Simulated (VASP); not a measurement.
MnS:

```
CELL_PARAMETERS angstrom
0.00000 2.60450 2.60450
2.60450 0.00000 2.60450
2.60450 2.60450 0.00000
ATOMIC_POSITIONS crystal
Mn 0.00000 0.00000 0.00000
S 0.50000 0.50000 0.50000
```

```yaml
Program: VASP 6.6.1
Task: relaxation of cell and atoms
Functional: PBE
Potentials_or_basis: VASP PAW PBE potentials, release 64 (Mn_pv, S)
Cutoff: 600 eV
k_mesh: 9 × 9 × 9
Occupations: fermi-dirac, width 0.05 eV
Spin: collinear spin, ferromagnetic start
Starting_moments: "[4.0, 0.0] μB"
Hubbard_terms: Mn d U = 4.5 eV
```

At the start: pressure 4.7 GPa; volume 17.67 Å³/atom.

How do energy, volume and symmetry change on relaxing?

Over 3 steps the energy falls by 13.6 meV/atom and the volume is 18.65 Å³/atom (+5.5 %); space group Fm-3m (No. 225, to 0.1 Å) before and after; moment 5.00 μB per cell.

The path:
```tsv
step	energy change (eV)	largest force (eV/Å)	pressure (GPa)	volume (Å³)
1	0.0000	0.0000	4.66	35.33
2	-0.0239	0.0000	-1.45	38.03
3	-0.0272	0.0000	-0.05	37.29
```

Final structure:
```xyz
2
Lattice="0.0000 2.6517 2.6517 2.6517 0.0000 2.6517 2.6517 2.6517 0.0000" Properties=species:S:1:pos:R:3 pbc="T T T"
Mn    0.0000    0.0000    0.0000
S     2.6517    2.6517    2.6517
```

Caveat: a cell with one magnetic atom can't hold antiferromagnetic order, which such compounds often take.
